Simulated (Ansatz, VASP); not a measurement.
## Zn3GeN in VASP and in Ansatz

```
Zn Ge N
1.0
     3.83403    0.00000    0.00000
     0.00000    3.83403    0.00000
     0.00000    0.00000    4.84673
Zn Ge N
3 1 1
Direct
  0.00000 0.50000 0.50068
  0.50000 0.50000 0.10014
  0.50000 0.00000 0.50068
  0.00000 0.00000 0.98389
  0.50000 0.50000 0.68722
```

Change from the starting cell: species swapped into the PrBPt3 type (P4mm, No. 99).

Alike in both runs: task single point; functional PBE; k mesh 4 × 4 × 4; occupations gaussian, width 0.1 eV; no spin polarisation.

|  | VASP | Ansatz |
| --- | --- | --- |
| version | VASP 6.6.1 | Ansatz 0.2.0 |
| potentials or method | VASP PAW PBE potentials, release 64 (Zn, Ge_d, N), cutoff 520 eV | scalar-relativistic, plane waves, PAW |
| valence electrons in the cell | 55 | 55 |

|  | VASP | Ansatz | Ansatz less VASP |
| --- | --- | --- | --- |
| gap on the k mesh at the Fermi level (eV) | none | none | - |
| pressure (GPa) | 2.6 | 2.2 | -0.44 |
| traceless stress, the component that is largest in VASP (GPa) | 2.54 | 2.48 | -0.053 |
| rms of the force components (eV/Å) | 0.403 | 0.405 | +0.0019 |

Atom by atom the forces differ by 0.013 eV/Å (rms over components). A gap of «none» marks a metal or a gap that the smearing closes. With one functional, cell and mesh, what is left measures potentials, basis and numerics.

The k mesh is coarse, so the values compare programs but aren't converged.
